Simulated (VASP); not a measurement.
Here is a VASP 6.6.1 calculation.

The input INCAR:

```
  PREC = Accurate
  ENCUT = 700
  EDIFF = 1E-6
  ISMEAR = 0
  SIGMA = 0.15
  LREAL = False
  LASPH = True
  NELM = 120
  ALGO = Normal
  ISIF = 2
  LWAVE = False
  LCHARG = False
  NBANDS = 56
  GGA_COMPAT = False
```

The input KPOINTS:

```
Automatic mesh
0
Gamma
  9 9 8
```

File POSCAR:

```
Ta2N
1.0
    5.0963826899      0.0000000000      0.0000000000
   -2.5481913449      4.4135968768      0.0000000000
    0.0000000000      0.0000000000      5.1407212193
Ta N
6 3
Direct
    0.6549760690      0.6549760690      0.7526041962
    0.0000000000      0.3450239310      0.7526041962
    0.3450239310      0.0000000000      0.7526041962
    0.3450239310      0.3450239310      0.2473958038
    0.0000000000      0.6549760690      0.2473958038
    0.6549760690      0.0000000000      0.2473958038
    0.6666666667      0.3333333333      0.5000000000
    0.3333333333      0.6666666667      0.5000000000
    0.0000000000      0.0000000000      0.0000000000
```

Potentials or basis: VASP PAW LDA potentials, release 64 (Ta_sv_GW, N).

The run is started by

```bash
$ cat potpaw_LDA.64/Ta_sv_GW/POTCAR potpaw_LDA.64/N/POTCAR > POTCAR
$ mpirun -np 1 vasp_std > vasp.out
```

Problem. Predict the band gap on the k mesh.

Solution. Zero (an odd number of electrons rules out a gap without spin polarisation).

Problem. Predict the pressure.

Solution. 2.1 GPa.

Stress tensor (GPa, compression positive):
```
  8.70   0.00   0.00
  0.00   8.70   0.00
  0.00   0.00 -11.23
```

Caveat: the stress differs along the axes, from -11 to 9 GPa; spin-orbit coupling is left out, which moves the levels of the heavy elements; forces of over 1 eV/Å act on the atoms, so gaps and moduli don't describe the material at rest.
